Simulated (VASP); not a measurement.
Runs of VASP 6.6.1 on PbS. The structure is that of space group P-6m2 (No. 187), or close to it. The cells are those of the table. 

```csv
cell,gap on the mesh (eV),pressure (GPa)
"a = 3.985, b = 3.985, c = 3.691 Å, angles 90.0, 90.0, 120.0°, 2 atoms",none,-0.5
"a = 4.020, b = 4.020, c = 3.724 Å, angles 90.0, 90.0, 120.0°, 2 atoms",none,(b)
"a = 4.157, b = 4.157, c = 3.850 Å, angles 90.0, 90.0, 120.0°, 2 atoms",none,(a)
"a = 4.055, b = 4.055, c = 3.756 Å, angles 90.0, 90.0, 120.0°, 2 atoms",none,-3.3
"a = 4.123, b = 4.123, c = 3.819 Å, angles 90.0, 90.0, 120.0°, 2 atoms",none,-5.5
```

Alike in all rows: task single point; level LDA; potentials or basis VASP PAW LDA potentials, release 64 (Pb_d, S); no spin polarisation; k mesh 6 × 6 × 6; cutoff (eV) 520; smearing fermi-dirac 0.05 eV.

Fill in the values left out.

(a) -6.4; (b) -2.0.

Caveats: spin-orbit coupling is left out, which moves the levels of the heavy elements.

A k mesh can miss the band edges, and the runs leave out spin-orbit coupling on Pb.

A gap of «none» marks levels without a gap at the run's occupations.
